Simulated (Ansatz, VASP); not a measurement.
**Na2S in VASP and in Ansatz**

```xyz
3
Lattice="0.0000 3.2554 3.2554 3.2554 0.0000 3.2554 3.2554 3.2554 0.0000" Properties=species:S:1:pos:R:3 pbc="T T T"
S     0.0000    0.0000    0.0000
Na    1.6277    1.6277    1.6277
Na    4.8831    4.8831    4.8831
```

Alike in both runs: task single point; functional LDA; k mesh 6 × 6 × 6; no spin polarisation.

|  | VASP | Ansatz |
| --- | --- | --- |
| version | VASP 6.6.1 | Ansatz 0.2.0 |
| potentials or method | VASP PAW LDA potentials, release 64 (S, Na_pv) | plane waves, PAW |
| plane-wave cutoff (eV) | 500 | 420 |
| occupations | gaussian, width 0.01 eV | fixed |
| valence electrons in the cell | 20 | 24 |

```csv
,VASP,Ansatz,Ansatz less VASP
gap on the k mesh at the Fermi level (eV),2.30,2.29,-0.008
```

LDA's correlation is that of Perdew and Zunger in VASP and of Perdew and Wang (1992) in Ansatz. VASP's potentials hold 20 valence electrons a cell and Ansatz's 24, so a difference there can come from the potentials and not from the codes.
